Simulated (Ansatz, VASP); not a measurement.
CaYC4N4 in VASP and in Ansatz

```xyz
10
Lattice="6.8520 0.0000 0.0000 0.0000 6.8520 0.0000 0.0000 0.0000 6.8520" Properties=species:S:1:pos:R:3 pbc="T T T"
Ca    0.0000    0.0000    0.0000
Y     3.4260    3.4260    3.4260
C     1.4387    1.4387    1.4387
C     1.4387    5.4133    5.4133
C     5.4133    1.4387    5.4133
C     5.4133    5.4133    1.4387
N     2.1197    2.1197    2.1197
N     2.1197    4.7324    4.7324
N     4.7324    2.1197    4.7324
N     4.7324    4.7324    2.1197
```

Alike in both runs: functional PBE; k mesh 4 × 4 × 4; occupations gaussian, width 0.1 eV; no spin polarisation.

Ansatz relaxed the structure, and its values are those at the end. VASP's run is a single point on that final structure, the one shown.

|  | VASP | Ansatz |
| --- | --- | --- |
| version | VASP 6.6.1 | Ansatz 0.2.0 |
| potentials or method | VASP PAW PBE potentials, release 64 (Ca_sv, Y_sv, C, N), cutoff 520 eV | scalar-relativistic, plane waves, PAW |
| valence electrons in the cell | 57 | 57 |

Ansatz gave:

| Quantity | Value |
| --- | --- |
| gap on the k mesh at the Fermi level (eV) | none |
| pressure (GPa) | 0.1 |
| rms of the force components (eV/Å) | 0.033 |

Task: Estimate VASP's values.

Result: gap on the k mesh at the Fermi level (eV): none; pressure (GPa): 0.3; rms of the force components (eV/Å): 0.213.

A gap of «none» marks a metal or a gap that the smearing closes. One of these differences is far larger than is usual between the two programs; its cause wasn't traced.

Noted on VASP's run: the standard files for N, O and F lose accuracy on very short bonds.
